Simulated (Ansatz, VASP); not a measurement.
One calculation of Au, two programs

The input INCAR:

```
  PREC = Accurate
  ENCUT = 600
  EDIFF = 1E-7
  ISMEAR = -1
  SIGMA = 0.15
  LREAL = False
  LASPH = True
  NELM = 80
  ALGO = Normal
  ISIF = 3
  LWAVE = False
  LCHARG = False
  IBRION = 2
  NSW = 80
  EDIFFG = -0.001
```

The input KPOINTS:

```
Automatic mesh
0
Gamma
  20 20 20
```

POSCAR

```
Au
1.0
   -1.6070764190      1.6070764190      1.6070764190
    1.6070764190     -1.6070764190      1.6070764190
    1.6070764190      1.6070764190     -1.6070764190
Au
1
Direct
    0.0000000000      0.0000000000      0.0000000000
```

Input for Ansatz:

```yaml
crystal:
  lattice:
    - [-1.607076419, 1.607076419, 1.607076419]
    - [1.607076419, -1.607076419, 1.607076419]
    - [1.607076419, 1.607076419, -1.607076419]
  atoms:
    - { symbol: Au, position: [0.0, 0.0, 0.0] }
basis:
  ecutwfc: 420
kpoints:
  mp_grid: { grid: [20, 20, 20] }
hamiltonian:
  xc: lda
scf:
  occupations: { method: fermi_dirac, width: 0.15 }
output:
  forces: true
  stress: true
  eigenvalues: true
relax:
  adjacent_minimum: "off"
  f_tol: 0.001
  max_steps: 60
  cell: { stress_tol: 0.01 }
```

Alike in both runs: task relaxation of cell and atoms; functional LDA; k mesh 20 × 20 × 20; occupations fermi-dirac, width 0.15 eV; no spin polarisation.

|  | VASP | Ansatz |
| --- | --- | --- |
| version | VASP 6.6.1 | Ansatz 0.2.0 |
| potentials or method | VASP PAW LDA potentials, release 64 (Au), cutoff 600 eV | scalar-relativistic, plane waves, PAW |
| valence electrons in the cell | 11 | 19 |

Ansatz gave:

* gap on the k mesh at the Fermi level, each at its own relaxed structure (eV): none
* relaxed volume (Å³/atom): 16.62
* relaxed length of the cell vector where the two differ most in proportion (Å): 2.784

What did VASP give for the same quantities?

gap on the k mesh at the Fermi level, each at its own relaxed structure (eV): none; relaxed volume (Å³/atom): 16.67; relaxed length of the cell vector where the two differ most in proportion (Å): 2.787.

LDA's correlation is that of Perdew and Zunger in VASP and of Perdew and Wang (1992) in Ansatz. A gap of «none» marks a metal or a gap that the smearing closes. VASP's potentials hold 11 valence electrons a cell and Ansatz's 19, so a difference there can come from the potentials and not from the codes.

Neither program's run includes spin-orbit coupling.
